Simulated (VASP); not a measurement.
Write the native input for VASP 6.6.1 that does the following.

```
Task                   : single point
Functional             : PBE
Potentials or basis    : VASP PAW PBE potentials, release 64 (Mg)
Cutoff                 : 520 eV
k mesh                 : 18 × 18 × 18
Occupations            : gaussian, width 0.15 eV
Spin                   : no spin polarisation
Dipole correction      : no
Further INCAR settings : ALGO = Normal; EDIFF = 1e-06; NBANDS = 7
```

The structure of Mg lies in POSCAR:

```
Mg
1.0
   -1.7927500000      1.7927500000      1.6366500000
    1.7927500000     -1.7927500000      1.6366500000
    1.7927500000      1.7927500000     -1.6366500000
Mg
1
Direct
    0.0000000000      0.0000000000      0.0000000000
```

These files were run (other wordings do the same):

INCAR

```
  ALGO = Normal
  EDIFF = 1E-6
  ENCUT = 520
  GGA = PE
  ISIF = 2
  ISMEAR = 0
  LASPH = T
  LCHARG = F
  LREAL = F
  LWAVE = F
  NBANDS = 7
  NELM = 80
  PREC = Accurate
  SIGMA = 0.15
```

KPOINTS

```
k-points
0
Gamma
  18 18 18
```

Potentials or basis: VASP PAW PBE potentials, release 64 (Mg).

Launch:

```sh
$ cat potpaw_PBE.64/Mg/POTCAR > POTCAR
$ mpirun -np 1 vasp_std > vasp.out
```

Results of the run:

The pressure is 3.6 GPa. The band gap on the k mesh is zero (band 1 reaches 6.52 eV, above the bottom of band 2 at 1.79 eV).

Wall time 12 s on 1 thread of Intel(R) Xeon(R) 6975P-C (Granite Rapids) (shared host), peak memory 0.19 GiB.
